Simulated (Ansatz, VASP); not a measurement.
Given: the input of a run of VASP 6.6.1 on MgO.

Contents of INCAR:

```
  PREC = Accurate
  ENCUT = 520
  EDIFF = 1E-7
  ISMEAR = 0
  SIGMA = 0.05
  LREAL = F
  LASPH = T
  NELM = 100
  ALGO = Normal
  ISIF = 2
  LWAVE = F
  LCHARG = T
  GGA = CA
  LELF = T
  LVHAR = T
  NBANDS = 11
```

The input KPOINTS:

```
Automatic mesh
0
Gamma
  10 10 10
```

POSCAR

```
MgO
1.0
    2.9183020482      0.0000000000      0.0000000000
   -1.4591510241      2.5273237096      0.0000000000
    0.0000000000      0.0000000000      2.6616950286
Mg O
1 1
Direct
    0.0000000000      0.0000000000      0.0000000000
    0.3333333333      0.6666666667      0.5000000000
```

Potentials or basis: VASP PAW LDA potentials, release 64 (Mg, O).

Command:

```sh
$ cat potpaw_LDA.64/Mg/POTCAR potpaw_LDA.64/O/POTCAR > POTCAR
$ mpirun -np 1 vasp_std > vasp.out
```

Question: Set up the same calculation for Ansatz 0.2.0. Potentials there: all-electron LAPW, scalar-relativistic.

Answer: As run (the cutoff follows the program's own potentials):

Contents of input.yaml:

```yaml
crystal:
  lattice:
    - [2.9183020482, 0.0, 0.0]
    - [-1.4591510241, 2.5273237096, 0.0]
    - [0.0, 0.0, 2.6616950286]
  atoms:
    - { symbol: Mg, position: [0.0, 0.0, 0.0] }
    - { symbol: O, position: [0.3333333333, 0.6666666667, 0.5] }
kpoints:
  mp_grid: { grid: [10, 10, 10] }
scf:
  occupations: { method: gaussian, width: 0.05 }
hamiltonian:
  xc: lda
  pseudopotentials: { kind: all_electron, lapw: { basis_error: 0.001 } }
output:
  forces: true
  stress: true
  eigenvalues: true
```

Potentials or basis: all-electron LAPW, scalar-relativistic.

Command:

```sh
$ ansatz run input.yaml --threads 1 --pin off --max-ram 3072MiB --backend cpu --events-out ev --progress --plain --runs-dir out
```

Both were run:

|  | VASP | Ansatz | Ansatz less VASP |
| --- | --- | --- | --- |
| gap on the k mesh at the Fermi level (eV) | 3.10 | 3.11 | +0.002 |
| least direct gap on the mesh (eV) | 3.51 | 3.51 | -0.001 |
| pressure (GPa) | -8.5 | -6.6 | +1.83 |
| traceless stress, the component that is largest in VASP (GPa) | -0.64 | -0.39 | +0.248 |

LDA's correlation is that of Perdew and Zunger in VASP and of Perdew and Wang (1992) in Ansatz. Ansatz ran all-electron here, and VASP with PAW potentials.
